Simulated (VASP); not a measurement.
Wanted: the native input for a VASP 6.6.1 run.

```yaml
Task: single point
Functional: LDA
Potentials_or_basis: VASP PAW LDA potentials, release 64 (Ca_sv)
Cutoff: 520 eV
k_mesh: 12 × 12 × 12
Occupations: fermi-dirac, width 0.1 eV
Spin: no spin polarisation
Dipole_correction: no
Further_INCAR_settings: ALGO = Normal; EDIFF = 1e-07; NBANDS = 11
```

The structure of Ca lies in POSCAR:

```
Ca
1.0
   -2.0857239383      2.0857239383      2.0857239383
    2.0857239383     -2.0857239383      2.0857239383
    2.0857239383      2.0857239383     -2.0857239383
Ca
1
Direct
    0.0000000000      0.0000000000      0.0000000000
```

This isn't the form of Ca at room conditions, which is fcc.

One way to write it, as run:

INCAR

```
ALGO = Normal
EDIFF = 1E-7
ENCUT = 520
ISIF = 2
ISMEAR = -1
LASPH = True
LCHARG = False
LREAL = False
LWAVE = False
NBANDS = 11
NELM = 60
PREC = Accurate
SIGMA = 0.1
```

KPOINTS

```
k-points
0
Gamma
  12 12 12
```

Potentials or basis: VASP PAW LDA potentials, release 64 (Ca_sv).

Launch:

```bash
$ cat potpaw_LDA.64/Ca_sv/POTCAR > POTCAR
$ mpirun -np 1 vasp_std > vasp.out
```

Results of the run:

```
Pressure               : 0.8 GPa
Band gap on the k mesh : zero (bands 5 and 6 overlap by 0.53 eV)
```

Run time: 38 s on 1 thread of Intel Xeon 8259CL (shared host), peak memory 0.16 GiB.
